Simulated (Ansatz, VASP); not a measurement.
SiO2 in VASP and in Ansatz

```
Si O
1.0
    -4.45533    4.45533    2.60736
     4.45533   -4.45533    2.60736
     4.45533    4.45533   -2.60736
Si O
4 8
Cartesian
  1.5766 1.5766 0.0000
  -2.8787 2.8787 2.6074
  2.8787 -2.8787 2.6074
  2.8787 2.8787 2.6074
  2.2277 2.2277 1.3037
  2.2277 -2.2277 1.3037
  -2.2277 2.2277 1.3037
  2.2277 2.2277 -1.3037
  1.8618 0.0000 0.0000
  0.0000 7.0488 0.0000
  0.0000 1.8618 0.0000
  7.0488 0.0000 0.0000
```

Alike in both runs: functional LDA; k mesh 6 × 6 × 6; occupations gaussian, width 0.02 eV; no spin polarisation.

Ansatz relaxed the structure, and its values are those at the end. VASP's run is a single point on that final structure, the one shown.

|  | VASP | Ansatz |
| --- | --- | --- |
| version | VASP 6.6.1 | Ansatz 0.2.0 |
| potentials or method | VASP PAW LDA potentials, release 64 (Si, O), cutoff 520 eV | scalar-relativistic, plane waves, PAW |
| valence electrons in the cell | 64 | 64 |

```tsv
	VASP	Ansatz	Ansatz less VASP
gap on the k mesh at the Fermi level (eV)	5.34	5.35	+0.007
least direct gap on the mesh (eV)	5.34	5.35	+0.006
pressure (GPa)	0.4	0.0	-0.43
rms of the force components (eV/Å)	0.010	0.000	-0.0103
```

LDA's correlation is that of Perdew and Zunger in VASP and of Perdew and Wang (1992) in Ansatz.
